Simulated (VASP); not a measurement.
Fe, 1 atom in the cell. Symmetry: Im-3m, No. 229, cubic system. The conventional cell has a = 2.750 Å, b = 2.750 Å, c = 2.750 Å, α = 90.00°, β = 90.00°, γ = 90.00°. Within 3.1 Å of Fe (site symmetry m-3m) lie 14 Fe at 2.38 to 2.75 Å. 

| Property | Result |
| --- | --- |
| Program | VASP 6.6.1 |
| Task | single point |
| Functional | LDA |
| Potentials or basis | VASP PAW LDA potentials, release 64 (Fe) |
| Cutoff | 520 eV |
| k mesh | 22 × 22 × 22 |
| Occupations | gaussian, width 0.05 eV |
| Spin | collinear spin, ferromagnetic start |
| Starting moments | [2.2] μB |
| Dipole correction | no |
| Further INCAR settings | ALGO = Normal; EDIFF = 1e-07; NBANDS = 14 |

Potentials or basis: VASP PAW LDA potentials, release 64 (Fe).

Command:

```bash
$ cat potpaw_LDA.64/Fe/POTCAR > POTCAR
$ mpirun -np 1 vasp_std > vasp.out
```

Hardware: 1 thread of Intel(R) Xeon(R) 6975P-C (Granite Rapids), on a shared host.

Problem. How long does it take, and how much memory?

Solution. Run time: 38 s on 1 thread of Intel(R) Xeon(R) 6975P-C (Granite Rapids), on a shared host, peak memory 0.17 GiB. Counts: scf iterations 14, k points 328.
